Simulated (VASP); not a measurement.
# PtSe2 in VASP: further runs, part 2 of 2

VASP 6.6.1. The steps go on from the part before.

## (3) Single point, HSE06

POSCAR reads:

```
PtSe2
1.0
    3.7069018370      0.0000000000      0.0000000000
   -1.8534509185      3.2102711602      0.0000000000
    0.0000000000      0.0000000000     31.1215005259
Se Pt
2 1
Direct
    0.6666666667      0.3333333333      0.4574342091
    0.3333333333      0.6666666667      0.5425657909
    0.0000000000      0.0000000000      0.5000000000
```

INCAR.step1 reads:

```
PREC = Accurate ; ENCUT = 400
EDIFF = 1E-5 ; ISMEAR = 0
SIGMA = 0.01 ; LREAL = F
LASPH = T ; NELM = 120
ALGO = Normal ; ISIF = 2
LWAVE = T ; LCHARG = F
LDIPOL = T ; IDIPOL = 3
DIPOL = 0.5 0.5 0.500 ; GGA = PE
NBANDS = 18 ; GGA_COMPAT = F
NELMDL = -8
```

INCAR.step2 reads:

```
PREC = Accurate ; ENCUT = 400
EDIFF = 1E-6 ; ISMEAR = 0
SIGMA = 0.01 ; LREAL = F
LASPH = T ; NELM = 120
ALGO = Normal ; ISIF = 2
LWAVE = F ; LCHARG = F
LDIPOL = T ; IDIPOL = 3
DIPOL = 0.5 0.5 0.500 ; GGA = PE
LHFCALC = T ; HFSCREEN = 0.2079
PRECFOCK = Normal ; ISTART = 1
NBANDS = 18 ; GGA_COMPAT = F
```

KPOINTS reads:

```
Automatic mesh
0
Gamma
  6 6 1
```

Potentials or basis: VASP PAW PBE potentials, release 64 (Se, Pt).

The run is started by

```
$ cat potpaw_PBE.64/Se/POTCAR potpaw_PBE.64/Pt/POTCAR > POTCAR
$ cp INCAR.step1 INCAR
$ mpirun -np 1 vasp_std > vasp.out
$ cp INCAR.step2 INCAR
$ mpirun -np 1 vasp_std > vasp.out
```

OUTCAR:

```text
PREC = Accurate
   ENCUT = 400
   EDIFF = 1E-6
   ISMEAR = 0
   LREAL = F
   LASPH = T
   NELM = 120
   ISIF = 2
   GGA = PE
   LHFCALC = T
   HFSCREEN = 0.2079
   PRECFOCK = Normal
   ISTART = 1

 ion  position               nearest neighbor table
   1  0.667  0.333  0.457-   3 2.52   3 2.52   3 2.52
   2  0.333  0.667  0.543-   3 2.52   3 2.52   3 2.52
   3  0.000  0.000  0.500-   1 2.52   2 2.52   1 2.52   2 2.52   1 2.52   2 2.52

  LATTYP: Found a hexagonal cell.
 ALAT       =     3.7069018370
 C/A-ratio  =     8.3955556134

  Lattice vectors:

 A1 = (   3.7069018370,   0.0000000000,   0.0000000000)
 A2 = (  -1.8534509185,   3.2102711602,   0.0000000000)
 A3 = (   0.0000000000,   0.0000000000,  31.1215005259)

Analysis of symmetry for initial positions (statically):
=====================================================================
 Subroutine PRICEL returns:
 Original cell was already a primitive cell.

 Routine SETGRP: Setting up the symmetry group for a
 hexagonal supercell.

 Subroutine GETGRP returns: Found 12 space group operations
 (whereof 12 operations were pure point group operations)
 out of a pool of 24 trial point group operations.
[... 161 lines left out ...]
 fundamental gap:      2.1788053667
 Fermi energy:        -4.2631645219

 k-point     1 :       0.0000    0.0000    0.0000
  band No.  band energies     occupation
      1     -19.7584      2.00000
      2     -17.7890      2.00000
      3     -10.2613      2.00000
      4     -10.0539      2.00000
      5     -10.0539      2.00000
      6      -8.0173      2.00000
[... 124 lines left out ...]
      5      -9.9202      2.00000
      6      -8.3303      2.00000
[... 10 lines left out ...]
     17       5.2334      0.00000
     18       5.6055      0.00000

------------------------ aborting loop because EDIFF is reached ----------------------------------------

 vacuum level on the upper side and lower side of the slab       (xc-potential included)        -0.049        -0.049

  FORCE on cell =-STRESS in cart. coord.  units (eV):
  Direction    XX          YY          ZZ          XY          YZ          ZX
  --------------------------------------------------------------------------------------
  -------------------------------------------------------------------------------------
  Total       -1.1344502     -1.1344502     -1.0595849      0.0000000      0.0000000      0.0000000
  in kB       -4.9077531     -4.9077531     -4.5838778      0.0000000      0.0000000      0.0000000
  external PRESSURE =      -4.7997946 kB  Pullay stress =       0.0000000 kB

 VOLUME and BASIS-vectors are now :
 -----------------------------------------------------------------------------
  energy-cutoff  :      400.00
  volume of cell :      370.35
      direct lattice vectors                 reciprocal lattice vectors
     3.706901837  0.000000000  0.000000000     0.269767057  0.155750083  0.000000000
    -1.853450919  3.210271160  0.000000000     0.000000000  0.311500166  0.000000000
     0.000000000  0.000000000 31.121500526     0.000000000  0.000000000  0.032132127

 POSITION                                       TOTAL-FORCE (eV/Angst)
 -----------------------------------------------------------------------------------
      1.85345      1.07009     14.23604         0.000000     -0.000000      0.391433
     -0.00000      2.14018     16.88546        -0.000000      0.000000     -0.391433
      0.00000      0.00000     15.56075         0.000000      0.000000      0.000000
 -----------------------------------------------------------------------------------
    total drift:                               -0.000002     -0.000001     -0.000264

  FREE ENERGIE OF THE ION-ELECTRON SYSTEM (eV)
  ---------------------------------------------------
  free  energy   TOTEN  =       -17.2685988850 eV

  energy  without entropy=      -17.2685988850  energy(sigma->0) =      -17.26859889

 vacuum level on the upper side and lower side of the slab         1.770         1.770
```

OUTCAR.step1:

```text
PREC = Accurate
   ENCUT = 400
   EDIFF = 1E-5
   ISMEAR = 0
   LREAL = F
   LASPH = T
   NELM = 120
   ISIF = 2
[... 356 lines left out ...]
     -0.00000      2.14018     16.88546        -0.000000     -0.000000      0.062752
      0.00000      0.00000     15.56075        -0.000000      0.000000      0.000000
 -----------------------------------------------------------------------------------
    total drift:                                0.000000     -0.000000      0.000000

  FREE ENERGIE OF THE ION-ELECTRON SYSTEM (eV)
  ---------------------------------------------------
  free  energy   TOTEN  =       -14.2857292060 eV

  energy  without entropy=      -14.2857292060  energy(sigma->0) =      -14.28572921

 vacuum level on the upper side and lower side of the slab         1.622         1.622
```

Wall time 25 min (1 thread of Intel Xeon Platinum 8259CL at 2.50GHz (Skylake/Cascade Lake), shared host); peak memory 0.49 GiB.

Results:

```
Free energy            : -17.2686 eV
Largest force          : 0.391 eV/Å
Band gap on the k mesh : 2.18 eV (least direct gap 2.35 eV)
```

Forces on the atoms (eV/Å):
```
Se   0.000  0.000  0.391
Se   0.000  0.000 -0.391
Pt   0.000  0.000  0.000
```

Caveat: the PAW data sets were made with another functional, which shifts forces and pressure a little; spin-orbit coupling is left out, which moves the levels of the heavy elements.

## (4) Single point, PBE+D3(BJ) (atoms taken out)

INCAR reads:

```
  PREC = Accurate
  ENCUT = 520
  EDIFF = 1E-6
  ISMEAR = 0
  SIGMA = 0.1
  LREAL = False
  LASPH = True
  NELM = 100
  ALGO = Normal
  ISIF = 2
  LWAVE = False
  LCHARG = False
  LDIPOL = True
  IDIPOL = 3
  DIPOL = 0.5 0.5 0.500
  GGA = PE
  IVDW = 12
  NBANDS = 56
```

KPOINTS is that of step 3.

POSCAR reads:

```
PtSe2
1.0
    3.7714571387      0.0000000000      0.0000000000
   -1.8857285693      3.2661776914      0.0000000000
    0.0000000000      0.0000000000     60.0613416738
Se Pt
8 4
Direct
    0.6666666667      0.3333333333      0.3582226907
    0.3333333333      0.6666666667      0.4008582727
    0.6666666667      0.3333333333      0.4385290362
    0.3333333333      0.6666666667      0.4811646183
    0.6666666667      0.3333333333      0.5188353817
    0.3333333333      0.6666666667      0.5614709638
    0.6666666667      0.3333333333      0.5991417273
    0.3333333333      0.6666666667      0.6417773093
    0.0000000000      0.0000000000      0.3795404817
    0.0000000000      0.0000000000      0.4598468272
    0.0000000000      0.0000000000      0.5401531728
    0.0000000000      0.0000000000      0.6204595183
```

The run is started by

```
$ cat potpaw_PBE.64/Se/POTCAR potpaw_PBE.64/Pt/POTCAR > POTCAR
$ mpirun -np 1 vasp_std > vasp.out
```

Run time: 11 min. Hardware: 1 thread of AMD EPYC 7R13 (Zen 3), shared host; peak memory 0.77 GiB.

Results (log left out):

| Quantity | Value |
| --- | --- |
| Free energy | -62.1041 eV |
| Largest force | 0.244 eV/Å |
| Band gap on the k mesh | zero (bands 44 and 45 overlap by 0.26 eV) |
| Dispersion energy per atom | -0.436 eV |

Forces in eV/Å, atoms in the order of the input:
```
Se   0.000  0.000 -0.190
Se   0.000  0.000 -0.082
Se   0.000  0.000  0.040
Se   0.000  0.000 -0.062
Se   0.000  0.000  0.062
Se   0.000  0.000 -0.040
Se   0.000  0.000  0.082
Se   0.000  0.000  0.190
Pt   0.000  0.000  0.244
Pt   0.000  0.000 -0.022
Pt   0.000  0.000  0.022
Pt   0.000  0.000 -0.244
```

Levels at points of the mesh, in eV from the Fermi level:
```
           k point  band 42  band 43  band 44  band 45  band 46  band 47
(0.00, 0.00, 0.00)    -1.06    -0.47     0.34     1.17     1.17     1.56
(0.50, 0.00, 0.00)    -2.50    -1.87    -1.36     0.63     0.76     1.11
```

Caveat: the cell differs from its parent crystal (atoms taken out); spin-orbit coupling is left out, which moves the levels of the heavy elements.

## (5) Single point, PBE0

POSCAR reads:

```
PtSe2
1.0
    3.7069017618      0.0000000000      0.0000000000
   -1.8534508809      3.2102710950      0.0000000000
    0.0000000000      0.0000000000     31.1215005255
Se Pt
2 1
Direct
    0.6666666667      0.3333333333      0.4574342073
    0.3333333333      0.6666666667      0.5425657927
    0.0000000000      0.0000000000      0.5000000000
```

INCAR.step1 reads:

```
PREC = Accurate
ENCUT = 400
EDIFF = 1E-5
ISMEAR = 0
SIGMA = 0.01
LREAL = False
LASPH = True
NELM = 120
ALGO = Normal
ISIF = 2
LWAVE = True
LCHARG = False
LDIPOL = True
IDIPOL = 3
DIPOL = 0.5 0.5 0.500
GGA = PE
NBANDS = 18
GGA_COMPAT = False
NELMDL = -8
```

INCAR.step2 reads:

```
PREC = Accurate
ENCUT = 400
EDIFF = 1E-6
ISMEAR = 0
SIGMA = 0.01
LREAL = False
LASPH = True
NELM = 120
ALGO = Normal
ISIF = 2
LWAVE = False
LCHARG = False
LDIPOL = True
IDIPOL = 3
DIPOL = 0.5 0.5 0.500
GGA = PE
LHFCALC = True
AEXX = 0.25
PRECFOCK = Normal
ISTART = 1
NBANDS = 18
GGA_COMPAT = False
```

KPOINTS is that of step 4.

Potentials or basis: VASP PAW PBE potentials, release 64 (Se, Pt).

The run is started by

```
$ cat potpaw_PBE.64/Se/POTCAR potpaw_PBE.64/Pt/POTCAR > POTCAR
$ cp INCAR.step1 INCAR
$ mpirun -np 1 vasp_std > vasp.out
$ cp INCAR.step2 INCAR
$ mpirun -np 1 vasp_std > vasp.out
```

OUTCAR:

```text
PREC = Accurate
   ENCUT = 400
   EDIFF = 1E-6
   ISMEAR = 0
   LREAL = False
   LASPH = True
   NELM = 120
   ISIF = 2
   GGA = PE
   LHFCALC = True
   AEXX = 0.25
   PRECFOCK = Normal
   ISTART = 1

 ion  position               nearest neighbor table
   1  0.667  0.333  0.457-   3 2.52   3 2.52   3 2.52
   2  0.333  0.667  0.543-   3 2.52   3 2.52   3 2.52
   3  0.000  0.000  0.500-   1 2.52   2 2.52   2 2.52   1 2.52   1 2.52   2 2.52

  LATTYP: Found a hexagonal cell.
 ALAT       =     3.7069017618
 C/A-ratio  =     8.3955557836

  Lattice vectors:

 A1 = (   3.7069017618,   0.0000000000,   0.0000000000)
 A2 = (  -1.8534508809,   3.2102710950,   0.0000000000)
 A3 = (   0.0000000000,   0.0000000000,  31.1215005255)

Analysis of symmetry for initial positions (statically):
=====================================================================
 Subroutine PRICEL returns:
 Original cell was already a primitive cell.

 Routine SETGRP: Setting up the symmetry group for a
 hexagonal supercell.

 Subroutine GETGRP returns: Found 12 space group operations
 (whereof 12 operations were pure point group operations)
 out of a pool of 24 trial point group operations.

The static configuration has the point symmetry D_3d.

[... 159 lines left out ...]
 Fermi energy:        -4.5980183418

 k-point     1 :       0.0000    0.0000    0.0000
  band No.  band energies     occupation
      1     -20.1862      2.00000
      2     -18.2126      2.00000
      3     -10.6836      2.00000
      4     -10.4632      2.00000
      5     -10.4632      2.00000
      6      -8.4321      2.00000
[... 124 lines left out ...]
      5     -10.3360      2.00000
      6      -8.7364      2.00000
[... 10 lines left out ...]
     17       5.5751      0.00000
     18       5.9575      0.00000

------------------------ aborting loop because EDIFF is reached ----------------------------------------

 vacuum level on the upper side and lower side of the slab       (xc-potential included)        -0.025        -0.025

  FORCE on cell =-STRESS in cart. coord.  units (eV):
  Direction    XX          YY          ZZ          XY          YZ          ZX
  --------------------------------------------------------------------------------------
  -------------------------------------------------------------------------------------
  Total       -1.1671455     -1.1671455     -1.0631634      0.0000000      0.0000000      0.0000000
  in kB       -5.0491963     -5.0491963     -4.5993589      0.0000000      0.0000000      0.0000000
  external PRESSURE =      -4.8992505 kB  Pullay stress =       0.0000000 kB

 VOLUME and BASIS-vectors are now :
 -----------------------------------------------------------------------------
  energy-cutoff  :      400.00
  volume of cell :      370.35
      direct lattice vectors                 reciprocal lattice vectors
     3.706901762  0.000000000  0.000000000     0.269767063  0.155750086  0.000000000
    -1.853450881  3.210271095  0.000000000     0.000000000  0.311500173  0.000000000
     0.000000000  0.000000000 31.121500526     0.000000000  0.000000000  0.032132127

 POSITION                                       TOTAL-FORCE (eV/Angst)
 -----------------------------------------------------------------------------------
      1.85345      1.07009     14.23604         0.000000      0.000000      0.385496
     -0.00000      2.14018     16.88546        -0.000000      0.000000     -0.385496
      0.00000      0.00000     15.56075         0.000000      0.000000      0.000000
 -----------------------------------------------------------------------------------
    total drift:                               -0.000000     -0.000000     -0.000001

  FREE ENERGIE OF THE ION-ELECTRON SYSTEM (eV)
  ---------------------------------------------------
  free  energy   TOTEN  =       -18.8411700150 eV

  energy  without entropy=      -18.8411700150  energy(sigma->0) =      -18.84117001

 vacuum level on the upper side and lower side of the slab         1.799         1.799
```

OUTCAR.step1:

```text
PREC = Accurate
   ENCUT = 400
   EDIFF = 1E-5
   ISMEAR = 0
   LREAL = False
   LASPH = True
   NELM = 120
   ISIF = 2
   GGA = PE
   NELMDL = -8

[... 356 lines left out ...]
      0.00000      0.00000     15.56075         0.000000      0.000000     -0.000000
 -----------------------------------------------------------------------------------
    total drift:                               -0.000000      0.000000     -0.000000

  FREE ENERGIE OF THE ION-ELECTRON SYSTEM (eV)
  ---------------------------------------------------
  free  energy   TOTEN  =       -14.2857291760 eV

  energy  without entropy=      -14.2857291760  energy(sigma->0) =      -14.28572918

 vacuum level on the upper side and lower side of the slab         1.622         1.622
```

OSZICAR.step1:

```text
N       E                     dE             d eps       ncg     rms          rms(c)
DAV:   1     0.164143507949E+03    0.16414E+03   -0.60205E+03   252   0.695E+02
DAV:   2     0.277071812570E+01   -0.16137E+03   -0.15238E+03   424   0.143E+02
DAV:   3    -0.148716868728E+02   -0.17642E+02   -0.17562E+02   308   0.618E+01
[... 14 lines left out ...]
DAV:  18    -0.142857400228E+02    0.28468E-04   -0.14295E-05   218   0.230E-02    0.138E-01
DAV:  19    -0.142856697659E+02    0.70257E-04   -0.32803E-04   272   0.790E-02    0.607E-03
DAV:  20    -0.142856830877E+02   -0.13322E-04   -0.64000E-06   252   0.141E-02    0.113E-02
DAV:  21    -0.142857212466E+02   -0.38159E-04   -0.72744E-06   204   0.974E-03    0.168E-02
DAV:  22    -0.142857291760E+02   -0.79294E-05   -0.83935E-07   278   0.441E-03
   1 F= -.14285729E+02 E0= -.14285729E+02  d E =-.660384E-59
```

Run time: 17 min. Hardware: 1 thread of AMD EPYC 7R13 (Zen 3), shared host; peak memory 0.36 GiB.

What came out:

```yaml
Free_energy: -18.8412 eV
Largest_force: 0.385 eV/Å
Band_gap_on_the_k_mesh: 2.84 eV (least direct gap 3.02 eV)
```

Forces in eV/Å, atoms in the order of the input:
```
Se   0.000  0.000  0.385
Se   0.000  0.000 -0.385
Pt   0.000  0.000  0.000
```

Levels at points of the mesh, in eV from the valence-band top:
```
           k point  band 9  band 10  band 11  band 12  band 13  band 14
(0.00, 0.00, 0.00)   -0.73     0.00     0.00     4.28     4.28     5.89
(0.50, 0.00, 0.00)   -2.63    -2.04    -1.68     3.78     4.06     6.23
```

Caveat: the PAW data sets were made with another functional, which shifts forces and pressure a little; spin-orbit coupling is left out, which moves the levels of the heavy elements.

## (6) The runs side by side

```tsv
level	cell	k mesh	cutoff (eV)	smearing	grid for exact exchange (PRECFOCK)	share of exact exchange	screening parameter	gap on the mesh (eV)	largest force (eV/Å)
r2SCAN	a = 3.707, b = 3.707, c = 31.122 Å, angles 90.0, 90.0, 120.0°, 3 atoms, atomic positions A	9 × 9 × 1	520	gaussian 0.02 eV	-	-	-	1.57	0.10
HSE06	a = 3.707, b = 3.707, c = 31.122 Å, angles 90.0, 90.0, 120.0°, 3 atoms, atomic positions A	6 × 6 × 1	400	gaussian 0.01 eV	Normal	0.25	0.2079 1/Å	2.18	0.39
PBE+D3(BJ)	a = 3.771, b = 3.771, c = 60.061 Å, angles 90.0, 90.0, 120.0°, 12 atoms, atomic positions B	6 × 6 × 1	520	gaussian 0.1 eV	-	-	-	none	0.24
PBE0	a = 3.707, b = 3.707, c = 31.122 Å, angles 90.0, 90.0, 120.0°, 3 atoms, atomic positions A	6 × 6 × 1	400	gaussian 0.01 eV	Normal	0.25	-	2.84	0.39
```

Alike in all rows: task single point; potentials or basis VASP PAW PBE potentials, release 64 (Se, Pt); no spin polarisation.

On the cell as given the gap runs from 1.57 eV (r2SCAN) to 2.84 eV (PBE0); the meshes differ, which moves gaps too.

Caveats: spin-orbit coupling is left out, which moves the levels of the heavy elements; the PAW data sets were made with another functional, which shifts forces and pressure a little (at least some runs).

Total energies depend on the potentials used, so only differences within one code and one set of settings carry meaning.
